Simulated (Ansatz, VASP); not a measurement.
One calculation of Bi, two programs

```
Bi
1.0
     3.40414    0.00000    0.00000
     0.00000    3.40414    0.00000
     0.00000    0.00000    3.11374
Bi
1
Direct
  0.50000 0.50000 0.00000
```

Alike in both runs: functional PBE; k mesh 4 × 4 × 6; occupations gaussian, width 0.1 eV; no spin polarisation.

Ansatz relaxed the structure, and its values are those at the end. VASP's run is a single point on that final structure, the one shown.

|  | VASP | Ansatz |
| --- | --- | --- |
| version | VASP 6.6.1 | Ansatz 0.2.0 |
| potentials or method | VASP PAW PBE potentials, release 64 (Bi_d), cutoff 520 eV | scalar-relativistic, plane waves, PAW |
| valence electrons in the cell | 15 | 15 |

```csv
,VASP,Ansatz,Ansatz less VASP
gap on the k mesh at the Fermi level (eV),none,none,-
pressure (GPa),0.0,0.0,+0.03
```

A gap of «none» marks a metal or a gap that the smearing closes.

The k mesh is coarse, so the values compare programs but aren't converged. Spin-orbit coupling is off throughout.
